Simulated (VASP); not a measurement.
# SnO in VASP: a series of runs

SnO is run at these levels: PBE; tasks: single point.

All numbers are computed with VASP 6.6.1; they aren't measurements. Logs are shortened: lines on timing, memory, paths and dates and some standing lists are left out, and cuts for length are marked.

## Step 1: The cell of the first run

It takes space group Pmn2_1 (No. 31, orthorhombic). Conventional cell: a = 3.283 Å, b = 5.640 Å, c = 4.192 Å, α = 90.00°, β = 90.00°, γ = 90.00°. Sn (site symmetry m) has 3 O at 1.72 to 2.17 Å within 2.3 Å. O (site symmetry m) has 3 Sn at 1.72 to 2.17 Å within 2.3 Å.

## Step 2: Single point, PBE (strained)

File INCAR:

```
SYSTEM = SnO
  ALGO = Normal
  EDIFF = 1E-6
  ENCUT = 520
  GGA = PE
  ISIF = 2
  ISMEAR = 0
  LASPH = .True.
  LCHARG = .False.
  LREAL = .False.
  LWAVE = .False.
  NBANDS = 28
  NELM = 80
  PREC = Accurate
  SIGMA = 0.02
```

File KPOINTS:

```
k-points
0
Gamma
  8 6 6
  0 0 0
```

File POSCAR:

```
SnO
1.0
    3.2826039921      0.0000000000      0.0000000000
    0.0000000000      5.6401728581      0.0000000000
    0.0000000000      0.0000000000      4.1916984751
Sn O
2 2
Direct
    0.0000000000      0.1755313837      0.5372007819
    0.5000000000      0.8244686163      0.0372007819
    0.0000000000      0.8992044255      0.7128002181
    0.5000000000      0.1007955745      0.2128002181
```

Potentials or basis: VASP PAW PBE potentials, release 64 (Sn_d, O).

On the command line:

```console
$ cat potpaw_PBE.64/Sn_d/POTCAR potpaw_PBE.64/O/POTCAR > POTCAR
$ mpirun -np 1 vasp_std > vasp.out
```

OUTCAR:

```text
SYSTEM = SnO
   EDIFF = 1E-6
   ENCUT = 520
   GGA = PE
   ISIF = 2
   ISMEAR = 0
   LASPH = .True.
   LREAL = .False.
   NELM = 80
   PREC = Accurate

 ion  position               nearest neighbor table
   1  0.000  0.176  0.537-   3 1.72   4 2.17   4 2.17   2 3.32   2 3.32   2 3.32   2 3.32
   2  0.500  0.824  0.037-   4 1.72   3 2.17   3 2.17   1 3.32   1 3.32   1 3.32   1 3.32
   3  0.000  0.899  0.713-   1 1.72   2 2.17   2 2.17
   4  0.500  0.101  0.213-   2 1.72   1 2.17   1 2.17

  LATTYP: Found a simple orthorhombic cell.
 ALAT       =     3.2826039921
 B/A-ratio  =     1.2769430870
 C/A-ratio  =     1.7182008161

  Lattice vectors:

 A1 = (  -3.2826039921,   0.0000000000,   0.0000000000)
 A2 = (   0.0000000000,   0.0000000000,   4.1916984751)
 A3 = (   0.0000000000,   5.6401728581,   0.0000000000)

Analysis of symmetry for initial positions (statically):
=====================================================================
 Subroutine PRICEL returns:
 Original cell was already a primitive cell.

 Routine SETGRP: Setting up the symmetry group for a
 simple orthorhombic supercell.

 Subroutine GETGRP returns: Found  4 space group operations
 (whereof  2 operations were pure point group operations)
 out of a pool of  8 trial point group operations.

The static configuration has the point symmetry C_1h.
 The point group associated with its full space group is C_2v.

Analysis of symmetry for dynamics (positions and initial velocities):
=====================================================================
 Subroutine PRICEL returns:
 Original cell was already a primitive cell.

 Routine SETGRP: Setting up the symmetry group for a
 simple orthorhombic supercell.

 Subroutine GETGRP returns: Found  4 space group operations
 (whereof  2 operations were pure point group operations)
 out of a pool of  8 trial point group operations.

The dynamic configuration has the point symmetry C_1h.
 The point group associated with its full space group is C_2v.

 Subroutine INISYM returns: Found  4 space group operations
 (whereof  2 operations are pure point group operations),
 and found     1 'primitive' translations

----------------------------------------------------------------------------------------

                                     Primitive cell

  volume of cell :      77.6070

  direct lattice vectors                    reciprocal lattice vectors
     3.282603992  0.000000000  0.000000000     0.304636198  0.000000000  0.000000000
     0.000000000  5.640172858  0.000000000     0.000000000  0.177299531  0.000000000
     0.000000000  0.000000000  4.191698475     0.000000000  0.000000000  0.238566778

[... 90 lines left out ...]
   NSW    =      0    number of steps for IOM
   IBRION =     -1    ionic relax: 0-MD 1-quasi-New 2-CG
   NFREE  =      0    steps in history (QN), initial steepest desc. (CG)
   ISIF   =      2    stress and relaxation
   ISYM   =      2    0-nonsym 1-usesym 2-fastsym
   POTIM  = 0.5000    time-step for ionic-motion
   TEBEG  =    0.0;   TEEND  =   0.0 temperature during run
   PSTRESS=    0.0 pullay stress
   NELECT =      40.0000    total number of electrons
   NUPDOWN=      -1.0000    fix difference up-down
   EMIN   =  10.00;   EMAX   =-10.00  energy-range for DOS
   EFERMI =   0.00;   METHOD = LEGACY
   ISMEAR =     0;   SIGMA  =   0.02  broadening in eV -4-tet -1-fermi 0-gaus
   EFERMI_NEDOS =   21; number of points for ismear=-14 and -15
   IALGO  =     38    algorithm
   IMIX   =      4    mixing-type and parameters
     AMIX     =   0.40;   BMIX     =  1.00
     AMIX_MAG =   1.60;   BMIX_MAG =  1.00
  volume/ion in A,a.u.               =      19.40       130.93
  Fermi-wavevector in a.u.,A,eV,Ry     =   1.312586  2.480428 23.441241  1.722883
  Thomas-Fermi vector in A             =   2.442968
   LORBIT       =      0    0 simple, 1 ext, 2 COOP (PROOUT), +10 PAW based schemes
   GGA     = PE    functional components
   LHFCALC =     F    Hartree Fock is set to
   AEXX    =    0.0000 exact exchange contribution
   IVDW    =     0    specifies the selected vdW correction
   LEPSILON=     F    determine dielectric tensor
   LRPA    =     F    only Hartree local field effects (RPA)
 non-spin polarized calculation
 Gauss-broadening in eV      SIGMA  =   0.02
  energy-cutoff  :      520.00
  volume of cell :       77.61
 maximum number of plane-waves:      2124
   NGX = 13   NGY = 21   NGZ = 15

 number of electron      40.0000003 magnetization

 Free energy of the ion-electron system (eV)
  ---------------------------------------------------
  ext. energy  EPLUGINS =         0.00000000
  ---------------------------------------------------
  free energy    TOTEN  =       -18.78484992 eV

  energy without entropy =      -18.78484992  energy(sigma->0) =      -18.78484992

 E-fermi :   5.3743     XC(G=0):  -9.4611

 val. band max:        5.2863116597   @ k =   0.2500   0.0000   0.0000
 cond. band min:       6.7903135725   @ k =   0.3750   0.5000   0.0000
 fundamental gap:      1.5040019128
 Fermi energy:         5.3742965663

 k-point     1 :       0.0000    0.0000    0.0000
  band No.  band energies     occupation
      1     -17.6565      2.00000
      2     -17.1529      2.00000
      3     -15.7459      2.00000
      4     -15.6936      2.00000
      5     -15.6824      2.00000
      6     -15.5854      2.00000
[... 733 lines left out ...]
     27      15.0872      0.00000
     28      15.9521      0.00000

 [... further k-points ...]

------------------------ aborting loop because EDIFF is reached ----------------------------------------

  FORCE on cell =-STRESS in cart. coord.  units (eV):
  Direction    XX          YY          ZZ          XY          YZ          ZX
  --------------------------------------------------------------------------------------
  -------------------------------------------------------------------------------------
  Total        5.8456391     33.3755021     12.4771068      0.0000000      0.0000000      0.0000000
  in kB      120.6817608    689.0289159    257.5867575      0.0000000      0.0000000      0.0000000
  external PRESSURE =     355.7658114 kB  Pullay stress =       0.0000000 kB

 VOLUME and BASIS-vectors are now :
 -----------------------------------------------------------------------------
  energy-cutoff  :      520.00
  volume of cell :       77.61
      direct lattice vectors                 reciprocal lattice vectors
     3.282603992  0.000000000  0.000000000     0.304636198  0.000000000  0.000000000
     0.000000000  5.640172858  0.000000000     0.000000000  0.177299531  0.000000000
     0.000000000  0.000000000  4.191698475     0.000000000  0.000000000  0.238566778

 POSITION                                       TOTAL-FORCE (eV/Angst)
 -----------------------------------------------------------------------------------
      0.00000      0.99003      2.25178         0.000000     11.989112     -3.509418
      1.64130      4.65015      0.15593         0.000000    -11.989112     -3.509418
      0.00000      5.07167      2.98784         0.000000     -8.523147      3.509418
      1.64130      0.56850      0.89199         0.000000      8.523147      3.509418
 -----------------------------------------------------------------------------------
    total drift:                                0.000000      0.000000      0.000759

  FREE ENERGIE OF THE ION-ELECTRON SYSTEM (eV)
  ---------------------------------------------------
  free  energy   TOTEN  =       -18.7848499157 eV

  energy  without entropy=      -18.7848499157  energy(sigma->0) =      -18.78484992
```

OSZICAR:

```text
N       E                     dE             d eps       ncg     rms          rms(c)
DAV:   1     0.454207651087E+03    0.45421E+03   -0.20499E+04  4652   0.214E+03
DAV:   2     0.466807892691E+02   -0.40753E+03   -0.38998E+03  4716   0.545E+02
DAV:   3    -0.200031801970E+02   -0.66684E+02   -0.65828E+02  4996   0.192E+02
DAV:   4    -0.231546146441E+02   -0.31514E+01   -0.31402E+01  5356   0.456E+01
DAV:   5    -0.232305300364E+02   -0.75915E-01   -0.75903E-01  4996   0.744E+00    0.140E+01
DAV:   6    -0.187525715849E+02    0.44780E+01   -0.16170E+01  6840   0.494E+01    0.567E+00
DAV:   7    -0.188244788281E+02   -0.71907E-01   -0.20791E+00  4672   0.944E+00    0.312E+00
DAV:   8    -0.187971415377E+02    0.27337E-01   -0.35874E-01  7568   0.652E+00    0.965E-01
DAV:   9    -0.187834770474E+02    0.13664E-01   -0.96054E-02  6956   0.393E+00    0.223E-01
DAV:  10    -0.187846257334E+02   -0.11487E-02   -0.94861E-03  4900   0.760E-01    0.884E-02
DAV:  11    -0.187848376535E+02   -0.21192E-03   -0.72756E-04  6208   0.312E-01    0.377E-02
DAV:  12    -0.187848639175E+02   -0.26264E-04   -0.16446E-04  5484   0.873E-02    0.339E-02
DAV:  13    -0.187848495241E+02    0.14393E-04   -0.94767E-05  6416   0.153E-01    0.445E-03
DAV:  14    -0.187848498343E+02   -0.31028E-06   -0.12226E-05  6156   0.388E-02    0.220E-03
DAV:  15    -0.187848499157E+02   -0.81348E-07   -0.85293E-07  3028   0.789E-03
   1 F= -.18784850E+02 E0= -.18784850E+02  d E =-.308359E-12
```

Run time: 1.9 min. Hardware: 1 thread of AMD EPYC 7R13 (Zen 3), shared host; peak memory 0.23 GiB.

Results:

```
Free energy            : -18.7848 eV
Pressure               : 35.6 GPa
Largest force          : 12.492 eV/Å
Band gap on the k mesh : 1.50 eV (least direct gap 1.84 eV)
```

Forces in eV/Å, atoms in the order of the input:
```
Sn    0.000  11.989  -3.509
Sn    0.000 -11.989  -3.509
O     0.000  -8.523   3.509
O     0.000   8.523   3.509
```

Caveat: the cell differs from its parent crystal (strained); the stress differs along the axes, from 12 to 69 GPa; spin-orbit coupling is left out, which moves the levels of the heavy elements; forces of over 1 eV/Å act on the atoms, so gaps and moduli don't describe the material at rest.

[end of part 1 of 2]
